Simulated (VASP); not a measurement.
Al: single point with r2SCAN

Al:

```
Al
1.0
    -1.22509    1.61296    1.61296
     1.61296   -1.22509    1.61296
     1.61296    1.61296   -1.22509
Al
1
Direct
  0.00000 0.00000 0.00000
```

This cell differs from its parent crystal: ratio of the length along [111] to the lengths across it x 1.41, volume and fractional coordinates fixed.

| Item | Value |
| --- | --- |
| Program | VASP 6.6.1 |
| Task | single point |
| Functional | r2SCAN |
| Potentials or basis | VASP PAW PBE potentials, release 64 (Al) |
| Cutoff | 520 eV |
| k mesh | 24 × 24 × 24 |
| Occupations | gaussian, width 0.15 eV |
| Spin | no spin polarisation |

| Property | Result |
| --- | --- |
| Pressure | 10.5 GPa |

Stress tensor (GPa, compression positive):
```
10.51 -5.39 -5.39
-5.39 10.51 -5.39
-5.39 -5.39 10.51
```

Levels at points of the mesh, in eV from the Fermi level:
```tsv
k point	band 1	band 2	band 3	band 4	band 5
(0.00, 0.00, 0.00)	-11.95	10.23	10.23	12.12	13.13
(0.50, 0.00, 0.00)	-5.61	-5.54	10.12	12.48	13.20
(0.50, 0.50, 0.00)	-3.28	-1.60	2.87	4.45	15.89
(0.50, 0.50, 0.50)	1.91	1.91	3.67	3.67	4.61
```

It took 5.2 min on 1 thread of AMD EPYC 7R13 Processor (Zen 3), on a shared host, peak memory 0.21 GiB.

Caveat: the PAW data sets were made with another functional, which shifts forces and pressure a little.
